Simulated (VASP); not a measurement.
# Ir (P6_3/mmc) in VASP: notebook

Runs on Ir. Level: PBEsol. Tasks: single point.

All numbers are computed with VASP 6.6.1; they aren't measurements. Logs are shortened: lines on timing, memory, paths and dates and some standing lists are left out, and cuts for length are marked.

## Step 1: The cell of the first run

It takes space group P6_3/mmc (No. 194, hexagonal). The conventional cell has a = 2.665 Å, b = 2.665 Å, c = 4.755 Å, α = 90.00°, β = 90.00°, γ = 120.00°. Within 3.5 Å of Ir (site symmetry -6m2) lie 12 Ir at 2.67 to 2.83 Å.

## Step 2: Single point, PBEsol

The input, INCAR:

```
SYSTEM = Ir
PREC = Accurate
ENCUT = 520
EDIFF = 1E-6
ISMEAR = 0
SIGMA = 0.15
LREAL = .False.
LASPH = .True.
NELM = 100
ALGO = Fast
ISIF = 2
LWAVE = .False.
LCHARG = .False.
GGA = PS
NBANDS = 16
```

The input, KPOINTS:

```
Automatic mesh
0
Gamma
  24 24 12
  0 0 0
```

The input, POSCAR:

```
Ir
1.0
    2.6653403988      0.0000000000      0.0000000000
   -1.3326701994      2.3082524951      0.0000000000
    0.0000000000      0.0000000000      4.7550262051
Ir
2
Direct
    0.6666666667      0.3333333333      0.7500000000
    0.3333333333      0.6666666667      0.2500000000
```

Potentials or basis: VASP PAW PBE potentials, release 64 (Ir).

Run with:

```bash
cat potpaw_PBE.64/Ir/POTCAR > POTCAR
mpirun -np 1 vasp_std > vasp.out
```

OUTCAR:

```text
SYSTEM = Ir
   PREC = Accurate
   ENCUT = 520
   EDIFF = 1E-6
   ISMEAR = 0
   LREAL = .False.
   LASPH = .True.
   NELM = 100
   ISIF = 2
   GGA = PS

 ion  position               nearest neighbor table
   1  0.667  0.333  0.750-   2 2.83   2 2.83   2 2.83   2 2.83   2 2.83   2 2.83
   2  0.333  0.667  0.250-   1 2.83   1 2.83   1 2.83   1 2.83   1 2.83   1 2.83

  LATTYP: Found a hexagonal cell.
 ALAT       =     2.6653403988
 C/A-ratio  =     1.7840221111

  Lattice vectors:

 A1 = (   2.6653403988,   0.0000000000,   0.0000000000)
 A2 = (  -1.3326701994,   2.3082524951,   0.0000000000)
 A3 = (   0.0000000000,   0.0000000000,   4.7550262051)

Analysis of symmetry for initial positions (statically):
=====================================================================
 Subroutine PRICEL returns:
 Original cell was already a primitive cell.

 Routine SETGRP: Setting up the symmetry group for a
 hexagonal supercell.

 Subroutine GETGRP returns: Found 24 space group operations
 (whereof 12 operations were pure point group operations)
 out of a pool of 24 trial point group operations.

The static configuration has the point symmetry D_3d.
 The point group associated with its full space group is D_6h.

Analysis of symmetry for dynamics (positions and initial velocities):
=====================================================================
 Subroutine PRICEL returns:
 Original cell was already a primitive cell.

 Routine SETGRP: Setting up the symmetry group for a
 hexagonal supercell.

 Subroutine GETGRP returns: Found 24 space group operations
 (whereof 12 operations were pure point group operations)
 out of a pool of 24 trial point group operations.

The dynamic configuration has the point symmetry D_3d.
 The point group associated with its full space group is D_6h.

 Subroutine INISYM returns: Found 24 space group operations
 (whereof 12 operations are pure point group operations),
 and found     1 'primitive' translations

----------------------------------------------------------------------------------------

                                     Primitive cell

  volume of cell :      29.2542

  direct lattice vectors                    reciprocal lattice vectors
     2.665340399  0.000000000  0.000000000     0.375186599  0.216614084  0.000000000
    -1.332670199  2.308252495  0.000000000     0.000000000  0.433228168  0.000000000
     0.000000000  0.000000000  4.755026205     0.000000000  0.000000000  0.210303783

  length of vectors
     2.665340399  2.665340399  4.755026205     0.433228168  0.433228168  0.210303783

  position of ions in fractional coordinates (direct lattice)
     0.666666667  0.333333333  0.750000000
     0.333333333  0.666666667  0.250000000

  ion indices of the primitive-cell ions
   primitive index   ion index
                 1           1
                 2           2

----------------------------------------------------------------------------------------

 KPOINTS: Automatic mesh

Automatic generation of k-mesh.
 Grid dimensions read from file:
 generate k-points for:   24   24   12

 Generating k-lattice:

  Cartesian coordinates                     Fractional coordinates (reciprocal lattice)
     0.015632775  0.009025587  0.000000000     0.041666667  0.000000000  0.000000000
     0.000000000  0.018051174  0.000000000     0.000000000  0.041666667  0.000000000
     0.000000000  0.000000000  0.017525315     0.000000000  0.000000000  0.083333333

  Length of vectors
     0.018051174  0.018051174  0.017525315

  Shift w.r.t. Gamma in fractional coordinates (k-lattice)
     0.000000000  0.000000000  0.000000000

 Subroutine IBZKPT returns following result:
 ===========================================

 Found    427 irreducible k-points:

 Following reciprocal coordinates:
            Coordinates               Weight
  0.000000  0.000000  0.000000      1.000000
  0.041667 -0.000000  0.000000      6.000000
  0.083333  0.000000  0.000000      6.000000
  0.125000  0.000000  0.000000      6.000000
  0.166667  0.000000  0.000000      6.000000
  0.208333  0.000000  0.000000      6.000000
[... 16 lines left out ...]
  0.416667  0.041667  0.000000     12.000000
  0.458333  0.041667  0.000000     12.000000
 [... further k-points ...]
   k-points           NKPTS =    427   k-points in BZ     NKDIM =    427   number of bands    NBANDS=     16
   number of dos      NEDOS =    301   number of ions     NIONS =      2
   total plane-waves  NPLWV =  14400
   dimension x,y,z NGX =    20 NGY =   20 NGZ =   36
   dimension x,y,z NGXF=    40 NGYF=   40 NGZF=   72
   ions per type =               2
   NGX,Y,Z   is equivalent  to a cutoff of  12.47, 12.47, 12.59 a.u.
   NGXF,Y,Z  is equivalent  to a cutoff of  24.95, 24.95, 25.17 a.u.
 SYSTEM =  Ir
   PREC   = accura    normal or accurate (medium, high low for compatibility)
   ISTART =      0    job   : 0-new  1-cont  2-samecut
   ICHARG =      2    charge: 1-file 2-atom 10-const
[... 112 lines left out ...]
  band No.  band energies     occupation
      1      -0.0704      2.00000
      2       2.5809      2.00000
      3       5.0745      2.00000
      4       5.7793      2.00000
      5       5.8736      2.00000
      6       6.3906      2.00000
[... 8 lines left out ...]
     15      26.2272      0.00000
     16      28.0609      0.00000

 k-point     6 :       0.2083    0.0000    0.0000
  band No.  band energies     occupation
      1       0.4638      2.00000
      2       2.9201      2.00000
      3       5.0451      2.00000
      4       5.2645      2.00000
      5       5.5548      2.00000
      6       6.7478      2.00000
[... 8 lines left out ...]
     15      26.1719      0.00000
     16      27.8385      0.00000

 k-point     7 :       0.2500    0.0000    0.0000
  band No.  band energies     occupation
      1       1.0283      2.00000
      2       3.0709      2.00000
      3       4.7188      2.00000
      4       5.2147      2.00000
      5       5.3887      2.00000
      6       6.9267      2.00000
[... 8 lines left out ...]
     15      25.5712      0.00000
     16      26.7475      0.00000

 k-point     8 :       0.2917    0.0000    0.0000
  band No.  band energies     occupation
      1       1.5550      2.00000
      2       3.0113      2.00000
      3       4.2451      2.00000
      4       5.2604      2.00000
      5       5.6755      2.00000
      6       6.6282      2.00000
[... 8 lines left out ...]
     15      24.9012      0.00000
     16      25.6828      0.00000

 k-point     9 :       0.3333    0.0000    0.0000
  band No.  band energies     occupation
      1       1.9659      2.00000
      2       2.8507      2.00000
      3       3.8495      2.00000
      4       5.3425      2.00000
      5       6.1584      2.00000
      6       6.3647      2.00000
[... 8 lines left out ...]
     15      24.2978      0.00000
     16      24.6725      0.00000
[... 172 lines left out ...]
 k-point    19 :       0.2500    0.0417    0.0000
  band No.  band energies     occupation
      1       1.3543      2.00000
      2       3.1259      2.00000
      3       4.4649      2.00000
      4       5.2175      2.00000
      5       5.4458      2.00000
      6       6.6711      2.00000
[... 8 lines left out ...]
     15      25.3088      0.00000
     16      25.8259      0.00000

 k-point    20 :       0.2917    0.0417    0.0000
  band No.  band energies     occupation
      1       1.8370      2.00000
      2       2.9983      2.00000
      3       4.0376      2.00000
      4       5.2645      2.00000
      5       5.8575      2.00000
      6       6.4198      2.00000
[... 8 lines left out ...]
     15      24.6676      0.00000
     16      24.8090      0.00000

 k-point    21 :       0.3333    0.0417    0.0000
  band No.  band energies     occupation
      1       2.1733      2.00000
      2       2.8213      2.00000
      3       3.6889      2.00000
      4       5.4372      2.00000
      5       6.2061      2.00000
      6       6.3202      2.00000
[... 8 lines left out ...]
     15      23.8115      0.00000
     16      24.1153      0.00000

 k-point    22 :       0.3750    0.0417    0.0000
  band No.  band energies     occupation
      1       2.3469      2.00000
      2       2.6636      2.00000
      3       3.4233      2.00000
      4       5.7566      2.00000
      5       6.0384      2.00000
      6       6.6698      2.00000
[... 8 lines left out ...]
     15      22.8193      0.00000
     16      23.6672      0.00000

 k-point    23 :       0.4167    0.0417    0.0000
  band No.  band energies     occupation
      1       2.3967      2.00000
      2       2.5651      2.00000
      3       3.2444      2.00000
      4       5.9232      2.00000
      5       6.1349      2.00000
      6       6.6052      2.00000
[... 8 lines left out ...]
     15      21.6314      0.00000
     16      22.8888      0.00000

 k-point    24 :       0.4583    0.0417    0.0000
  band No.  band energies     occupation
      1       2.3863      2.00000
      2       2.5329      2.00000
      3       3.1544      2.00000
      4       5.8646      2.00000
      5       6.4507      2.00000
      6       6.5530      2.00000
[... 8 lines left out ...]
     15      20.4721      0.00000
     16      22.3919      0.00000

 [... further k-points ...]
[... 5 lines left out ...]
  --------------------------------------------------------------------------------------
  -------------------------------------------------------------------------------------
  Total        0.5827935      0.5827935     -5.3749776      0.0000000      0.0000000      0.0000000
  in kB       31.9180518     31.9180518   -294.3732405      0.0000000      0.0000000      0.0000000
  external PRESSURE =     -76.8457123 kB  Pullay stress =       0.0000000 kB

 VOLUME and BASIS-vectors are now :
 -----------------------------------------------------------------------------
  energy-cutoff  :      520.00
  volume of cell :       29.25
      direct lattice vectors                 reciprocal lattice vectors
     2.665340399  0.000000000  0.000000000     0.375186599  0.216614084  0.000000000
    -1.332670199  2.308252495  0.000000000     0.000000000  0.433228168  0.000000000
     0.000000000  0.000000000  4.755026205     0.000000000  0.000000000  0.210303783

 POSITION                                       TOTAL-FORCE (eV/Angst)
 -----------------------------------------------------------------------------------
      1.33267      0.76942      3.56627         0.000000      0.000000      0.000000
     -0.00000      1.53883      1.18876        -0.000000     -0.000000      0.000000
 -----------------------------------------------------------------------------------
    total drift:                               -0.000000      0.000000     -0.000000

  FREE ENERGIE OF THE ION-ELECTRON SYSTEM (eV)
  ---------------------------------------------------
  free  energy   TOTEN  =       -19.2730906874 eV

  energy  without entropy=      -19.2447897662  energy(sigma->0) =      -19.25894023
```

Run time: 2.2 min. Hardware: 1 thread of Intel Xeon Platinum 8488C (Sapphire Rapids), shared host; peak memory 0.28 GiB.

Results:

- Free energy: -19.2731 eV
- Pressure: -7.7 GPa
- Band gap on the k mesh: zero (band 9 reaches 11.20 eV, above the bottom of band 10 at 7.75 eV)

Stress tensor (GPa, compression positive):
```
  3.19   0.00   0.00
  0.00   3.19   0.00
  0.00   0.00 -29.44
```

Levels at points of the mesh, in eV from the Fermi level:
```tsv
k point	band 6	band 7	band 8	band 9	band 10	band 11	band 12	band 13
(0.00, 0.00, 0.00)	-3.11	-3.11	-1.48	-1.35	-1.35	0.48	0.48	5.57
(0.50, 0.00, 0.00)	-3.06	-2.80	0.67	1.42	1.65	3.11	4.64	8.17
(0.00, 0.00, 0.50)	-3.50	-3.50	-3.50	-0.21	-0.21	-0.21	-0.21	12.19
(0.50, 0.00, 0.50)	-1.51	-0.75	-0.75	1.55	1.55	2.01	2.01	7.93
```

Caveat: the PAW data sets were made with another functional, which shifts forces and pressure a little; spin-orbit coupling is left out, which moves the levels of the heavy elements.

## Step 3: Single point, PBEsol

This run uses another cell than the first one, of the same volume but with other edges.

The input, INCAR:

```
PREC = Accurate
ENCUT = 520
EDIFF = 1E-6
ISMEAR = 0
SIGMA = 0.15
LREAL = F
LASPH = T
NELM = 100
ALGO = Fast
ISIF = 2
LWAVE = F
LCHARG = T
GGA = PS
LELF = T
LVHAR = T
NBANDS = 16
```

The input, KPOINTS:

```
regular mesh
0
Gamma
  24 24 12
```

The input, POSCAR:

```
Ir
1.0
    2.7890726868      0.0000000000      0.0000000000
   -1.3945363434      2.4154077998      0.0000000000
    0.0000000000      0.0000000000      4.3424878629
Ir
2
Direct
    0.6666666667      0.3333333333      0.7500000000
    0.3333333333      0.6666666667      0.2500000000
```

Potentials or basis: VASP PAW PBE potentials, release 64 (Ir).

Run with:

```bash
cat potpaw_PBE.64/Ir/POTCAR > POTCAR
mpirun -np 1 vasp_std > vasp.out
```

Wall time 2.1 min (1 thread of Intel Xeon Platinum 8488C (Sapphire Rapids), shared host); peak memory 0.28 GiB.

It converged, with:

```
Free energy            : -19.4277 eV
Pressure               : -10.8 GPa
Band gap on the k mesh : zero (band 9 reaches 10.70 eV, above the bottom of band 10 at 7.56 eV)
```

Stress tensor (GPa, compression positive):
```
-15.10   0.00   0.00
  0.00 -15.10   0.00
  0.00   0.00  -2.20
```

Levels at points of the mesh, in eV from the Fermi level:
| k point | band 6 | band 7 | band 8 | band 9 | band 10 | band 11 | band 12 | band 13 |
| --- | --- | --- | --- | --- | --- | --- | --- | --- |
| (0.00, 0.00, 0.00) | -3.01 | -3.01 | -2.65 | -2.65 | -0.42 | 0.21 | 0.21 | 7.25 |
| (0.50, 0.00, 0.00) | -3.25 | -2.67 | 0.37 | 0.87 | 1.06 | 2.66 | 3.98 | 8.14 |
| (0.00, 0.00, 0.50) | -3.96 | -3.96 | -3.96 | -0.47 | -0.47 | -0.47 | -0.47 | 13.61 |
| (0.50, 0.00, 0.50) | -2.25 | -1.01 | -1.01 | 0.68 | 0.68 | 1.88 | 1.88 | 7.20 |

Caveat: the PAW data sets were made with another functional, which shifts forces and pressure a little; spin-orbit coupling is left out, which moves the levels of the heavy elements.

## Step 4: Single point, PBEsol

This run uses another cell than the first one, of the same volume but with other edges.

The input, INCAR:

```
PREC = Accurate
ENCUT = 520
EDIFF = 1E-7
ISMEAR = 0
SIGMA = 0.15
LREAL = False
LASPH = True
NELM = 60
ALGO = Fast
ISIF = 2
LWAVE = False
LCHARG = True
GGA = PS
LELF = True
LVHAR = True
NBANDS = 16
```

The input, KPOINTS:

```
Automatic mesh
0
Gamma
  24 24 12
```

The input, POSCAR:

```
Ir
1.0
    2.7069930703      0.0000000000      0.0000000000
   -1.3534965352      2.3443247668      0.0000000000
    0.0000000000      0.0000000000      4.6098202425
Ir
2
Direct
    0.6666666667      0.3333333333      0.7500000000
    0.3333333333      0.6666666667      0.2500000000
```

Run with:

```bash
cat potpaw_PBE.64/Ir/POTCAR > POTCAR
mpirun -np 1 vasp_std > vasp.out
```

It took 2.8 min on 1 thread of Intel Xeon Platinum 8488C (Sapphire Rapids), shared host; peak memory 0.26 GiB.

Results (log left out):

```
Free energy            : -19.4117 eV
Pressure               : -11.0 GPa
Band gap on the k mesh : zero (band 9 reaches 10.95 eV, above the bottom of band 10 at 7.51 eV)
```

Stress tensor (GPa, compression positive):
```
 -5.46   0.00   0.00
  0.00  -5.46   0.00
  0.00   0.00 -21.98
```

Levels at points of the mesh, in eV from the Fermi level:
```
           k point  band 7  band 8  band 9  band 10  band 11  band 12
(0.00, 0.00, 0.00)   -3.07   -1.80   -1.80    -1.17     0.36     0.36
(0.50, 0.00, 0.00)   -3.05    0.78    1.06     1.36     2.99     4.47
(0.00, 0.00, 0.50)   -3.61   -3.61   -0.36    -0.36    -0.36    -0.36
(0.50, 0.00, 0.50)   -0.84   -0.84    1.23     1.23     1.99     1.99
```

Caveat: the PAW data sets were made with another functional, which shifts forces and pressure a little; spin-orbit coupling is left out, which moves the levels of the heavy elements.

## Step 5: Single point, PBEsol

This run uses another cell than the first one, of the same volume but with other edges.

The input, INCAR:

```
  ALGO = Fast
  EDIFF = 1E-6
  ENCUT = 520
  GGA = PS
  ISIF = 2
  ISMEAR = 0
  LASPH = True
  LCHARG = True
  LELF = True
  LREAL = False
  LVHAR = True
  LWAVE = False
  NBANDS = 16
  NELM = 100
  PREC = Accurate
  SIGMA = 0.15
```

The input, KPOINTS:

```
k-points
0
Gamma
  24 24 12
```

The input, POSCAR:

```
Ir
1.0
    2.9638319907      0.0000000000      0.0000000000
   -1.4819159954      2.5667537965      0.0000000000
    0.0000000000      0.0000000000      3.8454849492
Ir
2
Direct
    0.6666666667      0.3333333333      0.7500000000
    0.3333333333      0.6666666667      0.2500000000
```

Run with:

```bash
cat potpaw_PBE.64/Ir/POTCAR > POTCAR
mpirun -np 1 vasp_std > vasp.out
```

Wall time 1.8 min (1 thread of Intel Xeon Platinum 8488C (Sapphire Rapids), shared host); peak memory 0.29 GiB.

It converged, with:

| Item | Value |
| --- | --- |
| Free energy | -18.6748 eV |
| Pressure | 6.0 GPa |
| Band gap on the k mesh | zero (band 9 reaches 10.39 eV, above the bottom of band 10 at 8.56 eV) |

Stress tensor (GPa, compression positive):
```
-10.34   0.00   0.00
  0.00 -10.34   0.00
  0.00   0.00  38.68
```

Levels at points of the mesh, in eV from the Fermi level:
| k point | band 7 | band 8 | band 9 | band 10 | band 11 | band 12 |
| --- | --- | --- | --- | --- | --- | --- |
| (0.00, 0.00, 0.00) | -2.73 | -2.73 | -1.59 | 0.38 | 0.38 | 1.98 |
| (0.50, 0.00, 0.00) | -1.35 | -0.75 | 0.38 | 1.76 | 1.98 | 2.91 |
| (0.00, 0.00, 0.50) | -3.08 | -3.08 | 0.18 | 0.18 | 0.18 | 0.18 |
| (0.50, 0.00, 0.50) | -1.02 | -1.02 | 0.07 | 0.07 | 1.42 | 1.42 |

Caveat: the PAW data sets were made with another functional, which shifts forces and pressure a little; spin-orbit coupling is left out, which moves the levels of the heavy elements.

## Step 6: Summary

| cell | further INCAR settings | gap on the mesh (eV) | pressure (GPa) |
| --- | --- | --- | --- |
| a = 2.665, b = 2.665, c = 4.755 Å, angles 90.0, 90.0, 120.0°, 2 atoms | ALGO = Fast; EDIFF = 1e-06; NBANDS = 16 | none | -7.7 |
| a = 2.789, b = 2.789, c = 4.342 Å, angles 90.0, 90.0, 120.0°, 2 atoms | ALGO = Fast; EDIFF = 1e-06; NBANDS = 16 | none | -10.8 |
| a = 2.707, b = 2.707, c = 4.610 Å, angles 90.0, 90.0, 120.0°, 2 atoms | ALGO = Fast; EDIFF = 1e-07; NBANDS = 16 | none | -11.0 |
| a = 2.964, b = 2.964, c = 3.845 Å, angles 90.0, 90.0, 120.0°, 2 atoms | ALGO = Fast; EDIFF = 1e-06; NBANDS = 16 | none | 6.0 |

Alike in all rows: task single point; level PBEsol; potentials or basis VASP PAW PBE potentials, release 64 (Ir); no spin polarisation; k mesh 24 × 24 × 12; cutoff (eV) 520; smearing gaussian 0.15 eV.

Caveats: the PAW data sets were made with another functional, which shifts forces and pressure a little; spin-orbit coupling is left out, which moves the levels of the heavy elements.

Total energies depend on the potentials used, so only differences within one code and one set of settings carry meaning.
